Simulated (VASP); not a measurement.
Here is a VASP 6.6.1 calculation.

Contents of INCAR:

```
PREC     = Accurate       # precision mode
ENCUT    = 600            # plane-wave cutoff, eV
EDIFF    = 1E-6           # SCF threshold, eV
ISMEAR   = -1             # smearing method
SIGMA    = 0.05           # smearing width, eV
LREAL    = False          # projectors in reciprocal space
LASPH    = True           # aspherical terms in the spheres
NELM     = 80             # most SCF steps
ALGO     = Normal         # electronic algorithm
ISIF     = 3              # what is computed and relaxed
LWAVE    = False          # write WAVECAR
LCHARG   = False          # write CHGCAR
IBRION   = 2              # ionic algorithm
NSW      = 60             # ionic steps
EDIFFG   = -0.01          # ionic threshold
```

The input KPOINTS:

```
regular mesh
0
Gamma
  12 12 12
```

File POSCAR:

```
Pt
1.0
    0.0000000000      1.9609000000      1.9609000000
    1.9609000000      0.0000000000      1.9609000000
    1.9609000000      1.9609000000      0.0000000000
Pt
1
Direct
    0.0000000000      0.0000000000      0.0000000000
```

Potentials or basis: VASP PAW LDA potentials, release 64 (Pt).

Command:

```console
$ cat potpaw_LDA.64/Pt/POTCAR > POTCAR
$ mpirun -np 1 vasp_std > vasp.out
```

Q: Estimate the relaxed volume.

A: 14.81 Å³/atom.

Q: Predict the relaxed cell.

A: a = 2.757 Å, b = 2.757 Å, c = 2.757 Å, α = 60.00°, β = 60.00°, γ = 60.00°.

Final structure:
```
Pt
1.0
     0.00000    1.94918    1.94918
     1.94918    0.00000    1.94918
     1.94918    1.94918    0.00000
Pt
1
Cartesian
  0.0000 0.0000 0.0000
```

 LDA usually gives volumes a few per cent too small.
